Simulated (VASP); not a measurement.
HC12 (a cell with a defect): single point with LDA

The system is HC12 (a cell with a defect).

```
C H
1.0
     1.76575   -3.53150   -1.76575
     3.53150   -1.76575    1.76575
    -1.76575   -3.53150    1.76575
C H
12 1
Direct
  0.25000 0.00000 0.25000
  0.08333 0.33333 0.75000
  0.91667 0.66667 0.25000
  0.75000 0.00000 0.75000
  0.58333 0.33333 0.25000
  0.41667 0.66667 0.75000
  0.95833 0.33333 0.12500
  0.79167 0.66667 0.62500
  0.62500 0.00000 0.12500
  0.45833 0.33333 0.62500
  0.29167 0.66667 0.12500
  0.12500 0.00000 0.62500
  0.08333 0.41667 0.16667
```

| Item | Value |
| --- | --- |
| Program | VASP 6.6.1 |
| Task | single point |
| Functional | LDA |
| Potentials or basis | VASP PAW LDA potentials, release 64 (C, H) |
| Cutoff | 520 eV |
| k mesh | 6 × 6 × 6 |
| Occupations | gaussian, width 0.05 eV |
| Spin | no spin polarisation |
| Dipole correction | no |
| Charge | 1 |
| Further INCAR settings | ALGO = Normal; EDIFF = 1e-06; NBANDS = 36; NELECT = 48.0 |

```
Largest force : 20.825 eV/Å
```

Forces on the atoms (eV/Å):
```
C    -1.569  -0.672  -0.604
C     0.499   0.407  -0.413
C     4.847  -3.018   9.214
C     0.359   0.268  -0.307
C    -0.369  -0.840   0.759
C     0.229   0.345  -0.179
C   -10.492  17.890  -1.880
C    -0.643  -0.172   0.191
C     0.228   0.663  -0.966
C    -0.110  -0.248   0.069
C     1.293  -0.455  -0.473
C    -0.266  -0.172   0.384
H     5.994 -13.996  -5.796
```

Levels at points of the mesh, in eV from the Fermi level:
```csv
k point,band 20,band 21,band 22,band 23,band 24,band 25,band 26,band 27,band 28,band 29
"(0.00, 0.00, 0.00)",-3.68,-3.32,-0.53,-0.22,-0.22,4.22,5.05,5.19,5.93,6.38
"(0.50, 0.00, 0.00)",-4.72,-4.53,-4.39,-2.80,-2.08,5.19,5.98,6.25,6.40,6.77
"(0.50, 0.50, 0.00)",-4.74,-4.68,-4.33,-2.42,-2.10,4.49,6.04,6.34,6.60,6.69
"(0.00, 0.50, 0.00)",-5.03,-3.23,-3.08,-1.75,-1.57,3.58,4.53,6.38,7.28,7.56
"(0.00, 0.00, 0.50)",-5.33,-3.18,-2.71,-1.57,-1.55,5.03,6.20,6.81,7.04,7.24
"(0.50, 0.00, 0.50)",-4.18,-3.94,-3.56,-3.08,-3.08,4.15,4.40,5.25,5.94,6.61
"(0.50, 0.50, 0.50)",-4.00,-3.80,-3.60,-3.13,-3.07,3.77,4.46,5.41,5.61,6.96
"(0.00, 0.50, 0.50)",-4.92,-4.72,-4.47,-4.01,-4.00,3.89,5.45,5.96,6.15,6.40
```

It took 2.3 min on 1 thread of Intel(R) Xeon(R) Platinum 8488C (Sapphire Rapids), with other jobs on the host, peak memory 0.28 GiB.

Caveat: the cell carries a net charge on a neutralising background, which shifts energy and pressure; the cell is charged against a uniform background, so pressure and absolute levels hang on convention.
